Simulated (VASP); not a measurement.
# Ti2C (R-3m) in VASP: further runs, part 2 of 2

VASP 6.6.1.

## Step 3: Relaxation of cell and atoms, PBEsol

This run uses another cell than the first one, of 13.19 Å³/atom, 1.028 times its volume.

The input, INCAR:

```
SYSTEM = Ti2C
  PREC = Accurate
  ENCUT = 600
  EDIFF = 1E-7
  ISMEAR = 0
  SIGMA = 0.1
  LREAL = .False.
  LASPH = .True.
  NELM = 100
  ALGO = Normal
  ISIF = 3
  LWAVE = .False.
  LCHARG = .False.
  GGA = PS
  IBRION = 2
  NSW = 100
  EDIFFG = -0.005
```

The input, KPOINTS:

```
Automatic mesh
0
Gamma
  15 15 15
  0 0 0
```

The input, POSCAR:

```
Ti2C
1.0
    1.5406981810      0.8895225095      4.8137698526
   -1.5406981810      0.8895225095      4.8137698526
    0.0000000000     -1.7790450190      4.8137698526
Ti C
2 1
Direct
    0.2454978300      0.2454978300      0.2454978300
    0.7545021700      0.7545021700      0.7545021700
    0.5000000000      0.5000000000      0.5000000000
```

Potentials or basis: VASP PAW PBE potentials, release 64 (Ti_sv, C).

On the command line:

```
$ cat potpaw_PBE.64/Ti_sv/POTCAR potpaw_PBE.64/C/POTCAR > POTCAR
$ mpirun -np 1 vasp_std > vasp.out
```

OUTCAR:

```text
SYSTEM = Ti2C
   PREC = Accurate
   ENCUT = 600
   EDIFF = 1E-7
   ISMEAR = 0
   LREAL = .False.
   LASPH = .True.
   NELM = 100
   ISIF = 3
   GGA = PS
   IBRION = 2
   NSW = 100
   EDIFFG = -0.005

 ion  position               nearest neighbor table
   1  0.245  0.245  0.245-   3 2.11   3 2.11   3 2.11   2 2.89   2 2.89   2 2.89
   2  0.755  0.755  0.755-   3 2.11   3 2.11   3 2.11   1 2.89   1 2.89   1 2.89
   3  0.500  0.500  0.500-   1 2.11   2 2.11   1 2.11   1 2.11   2 2.11   2 2.11

  LATTYP: Found a trigonal (rhomboedric) cell.
 ALAT       =     5.1319958470
 COS(alpha) =     0.8197428324

  Lattice vectors:

 A1 = (   1.5406981810,   0.8895225095,   4.8137698526)
 A2 = (  -1.5406981810,   0.8895225095,   4.8137698526)
 A3 = (   0.0000000000,  -1.7790450190,   4.8137698526)

Analysis of symmetry for initial positions (statically):
=====================================================================
 Subroutine PRICEL returns:
 Original cell was already a primitive cell.

 Routine SETGRP: Setting up the symmetry group for a
 trigonal (rhombohedral) supercell.

 Subroutine GETGRP returns: Found 12 space group operations
 (whereof 12 operations were pure point group operations)
 out of a pool of 12 trial point group operations.

The static configuration has the point symmetry D_3d.

Analysis of symmetry for dynamics (positions and initial velocities):
=====================================================================
 Subroutine PRICEL returns:
 Original cell was already a primitive cell.

 Routine SETGRP: Setting up the symmetry group for a
 trigonal (rhombohedral) supercell.

 Subroutine GETGRP returns: Found 12 space group operations
 (whereof 12 operations were pure point group operations)
 out of a pool of 12 trial point group operations.
[... 137 lines left out ...]
  energy-cutoff  :      600.00
  volume of cell :       39.58
 maximum number of plane-waves:      1335
 NGX is ok and might be reduce to    42
   NGX = 21   NGY = 21   NGZ = 21

--------------------------------------- Ionic step        1  -------------------------------------------

 number of electron      28.0000002 magnetization

 Free energy of the ion-electron system (eV)
  ---------------------------------------------------
  ext. energy  EPLUGINS =         0.00000000
  ---------------------------------------------------
  free energy    TOTEN  =       -28.41518527 eV

  energy without entropy =      -28.40468423  energy(sigma->0) =      -28.40993475

------------------------ aborting loop because EDIFF is reached ----------------------------------------

  FORCE on cell =-STRESS in cart. coord.  units (eV):
  Direction    XX          YY          ZZ          XY          YZ          ZX
  --------------------------------------------------------------------------------------
  -------------------------------------------------------------------------------------
  Total       -1.1723358     -1.1723358     -1.0295873      0.0000000      0.0000000      0.0000000
  in kB      -47.4516745    -47.4516745    -41.6737575      0.0000000      0.0000000      0.0000000
  external PRESSURE =     -45.5257021 kB  Pullay stress =       0.0000000 kB
[... 92 lines left out ...]
  FREE ENERGIE OF THE ION-ELECTRON SYSTEM (eV)
  ---------------------------------------------------
  free  energy   TOTEN  =       -28.4284657914 eV

  energy  without entropy=      -28.4184199194  energy(sigma->0) =      -28.42344286

[... ionic steps 4 to 7 ...]

--------------------------------------- Ionic step        8  -------------------------------------------

 number of electron      28.0000003 magnetization

------------------------ aborting loop because EDIFF is reached ----------------------------------------
[... 69 lines left out ...]
--------------------------------------- Ionic step       10  -------------------------------------------

 number of electron      28.0000003 magnetization

 Free energy of the ion-electron system (eV)
  ---------------------------------------------------
  ext. energy  EPLUGINS =         0.00000000
  ---------------------------------------------------
  free energy    TOTEN  =       -28.42980394 eV

  energy without entropy =      -28.41968345  energy(sigma->0) =      -28.42474369

 E-fermi :   8.5463     XC(G=0): -12.1055

 val. band max:        8.5454324986   @ k =   0.3333   0.2667   0.1333
 cond. band min:       8.5500794009   @ k =  -0.4667   0.3333   0.2667
 fundamental gap:      0.0046469023
 Fermi energy:         8.5463420282

 k-point     1 :       0.0000    0.0000    0.0000
  band No.  band energies     occupation
      1     -47.9053      2.00000
      2     -47.7917      2.00000
      3     -24.6170      2.00000
      4     -24.0483      2.00000
      5     -24.0483      2.00000
      6     -23.9958      2.00000
[... 481 lines left out ...]
      5     -24.1061      2.00000
      6     -24.0677      2.00000
[... 10 lines left out ...]
     17      10.0846      0.00000
     18      10.5258      0.00000

 [... further k-points ...]
[... 5 lines left out ...]
  --------------------------------------------------------------------------------------
  -------------------------------------------------------------------------------------
  Total       -0.0007065     -0.0007065      0.0052806      0.0000000      0.0000000      0.0000000
  in kB       -0.0293949     -0.0293949      0.2197085      0.0000000      0.0000000      0.0000000
  external PRESSURE =       0.0536396 kB  Pullay stress =       0.0000000 kB
[... 18 lines left out ...]
  FREE ENERGIE OF THE ION-ELECTRON SYSTEM (eV)
  ---------------------------------------------------
  free  energy   TOTEN  =       -28.4298039355 eV

  energy  without entropy=      -28.4196834530  energy(sigma->0) =      -28.42474369

 reached required accuracy - stopping structural energy minimisation
```

It took 39 min on 1 thread of Intel Xeon Platinum 8559C (Emerald Rapids), shared host; peak memory 0.5 GiB.

What came out:

- Free energy: -28.4298 eV
- Relaxed volume: 12.84 Å³/atom
- Relaxed cell: a = 5.085 Å, b = 5.085 Å, c = 5.085 Å, α = 34.94°, β = 34.94°, γ = 34.94°
- Space group after relaxing (to 0.05 Å): R-3m (No. 166)
- Energy gained by relaxing: 4.9 meV/atom
- Ionic steps: 10
- Pressure after relaxing: 0.0 GPa
- Band gap on the k mesh: zero (band 14 reaches 9.17 eV, above the bottom of band 15 at 8.25 eV)

Step by step:
```tsv
step	energy change (eV)	largest force (eV/Å)	pressure (GPa)	volume (Å³)
1	0.0000	0.1755	-4.55	39.58
2	0.0166	0.6350	7.12	37.47
3	-0.0133	0.1302	-0.19	38.72
4	-0.0133	0.1368	-0.12	38.70
5	-0.0144	0.0504	-0.01	38.58
6	-0.0145	0.0122	0.04	38.53
7	-0.0146	0.0043	-0.11	38.54
8	-0.0146	0.0105	-0.16	38.54
9	-0.0146	0.0140	0.18	38.47
10	-0.0146	0.0005	0.01	38.51
```

Final structure:
```xyz
3
Lattice="1.5266 0.8814 4.7700 -1.5266 0.8814 4.7700 0.0000 -1.7627 4.7700" Properties=species:S:1:pos:R:3 pbc="T T T"
Ti    0.0000    0.0000    3.5192
Ti    0.0000    0.0000   10.7909
C     0.0000    0.0000    7.1550
```

Caveat: the PAW data sets were made with another functional, which shifts forces and pressure a little.

## Step 4: Single point, PBEsol

This run uses another cell than the first one, of 13.19 Å³/atom, 1.028 times its volume.

The input, INCAR:

```
PREC = Accurate
ENCUT = 520
EDIFF = 1E-6
ISMEAR = 0
SIGMA = 0.1
LREAL = F
LASPH = T
NELM = 100
ALGO = Normal
ISIF = 2
LWAVE = F
LCHARG = T
GGA = PS
LELF = T
LVHAR = T
NBANDS = 21
```

The input, KPOINTS:

```
regular mesh
0
Gamma
  6 6 6
```

POSCAR is that of step 3.

On the command line:

```
$ cat potpaw_PBE.64/Ti_sv/POTCAR potpaw_PBE.64/C/POTCAR > POTCAR
$ mpirun -np 1 vasp_std > vasp.out
```

Wall time 32 s (1 thread of Intel Xeon Platinum 8559C (Emerald Rapids), shared host); peak memory 0.24 GiB.

It converged, with:

```yaml
Free_energy: -28.4009 eV
Pressure: -4.4 GPa
Largest_force: 0.186 eV/Å
Band_gap_on_the_k_mesh: zero (band 14 reaches 8.82 eV, above the bottom of band 15 at 7.92 eV)
```

Forces in eV/Å, atoms in the order of the input:
```
Ti   0.000  0.000 -0.186
Ti   0.000  0.000  0.186
C    0.000  0.000  0.000
```

Stress tensor (GPa, compression positive):
```
-4.74  0.00  0.00
 0.00 -4.74  0.00
 0.00  0.00 -3.79
```

Levels at points of the mesh, in eV from the Fermi level:
| k point | band 10 | band 11 | band 12 | band 13 | band 14 | band 15 | band 16 | band 17 | band 18 | band 19 |
| --- | --- | --- | --- | --- | --- | --- | --- | --- | --- | --- |
| (0.00, 0.00, 0.00) | -4.87 | -2.55 | -2.55 | -2.04 | 0.47 | 0.47 | 0.98 | 1.92 | 1.92 | 2.99 |
| (0.50, 0.00, 0.00) | -4.70 | -3.01 | -2.45 | -1.29 | -0.97 | 0.11 | 1.82 | 2.67 | 2.84 | 3.09 |
| (0.50, 0.50, 0.00) | -5.06 | -2.86 | -2.61 | -1.67 | -0.89 | 0.86 | 2.46 | 2.85 | 3.03 | 3.36 |
| (0.50, 0.50, 0.50) | -5.67 | -2.40 | -2.40 | -0.89 | 0.13 | 0.84 | 0.84 | 1.74 | 1.74 | 2.07 |

Caveat: the k points lie up to 0.40 Å⁻¹ apart; the PAW data sets were made with another functional, which shifts forces and pressure a little.

## Step 5: The runs side by side

| task | cell | k mesh | cutoff (eV) | gap on the mesh (eV) | pressure (GPa) | largest force (eV/Å) |
| --- | --- | --- | --- | --- | --- | --- |
| single point | a = 5.088 Å, angles 34.9°, 3 atoms | 15 × 15 × 15 | 520 | none | 0.1 | 0.03 |
| relaxation of cell and atoms | relaxed from a = 5.132 Å, angles 34.9°, 3 atoms | 15 × 15 × 15 | 600 | none | 0.0 | - |
| single point | a = 5.132 Å, angles 34.9°, 3 atoms | 6 × 6 × 6 | 520 | none | -4.4 | 0.19 |

Alike in all rows: level PBEsol; potentials or basis VASP PAW PBE potentials, release 64 (Ti_sv, C); no spin polarisation; smearing gaussian 0.1 eV.

Caveats: some runs use coarse meshes; the PAW data sets were made with another functional, which shifts forces and pressure a little.

Absolute energies hang on the potentials; compare differences alone.
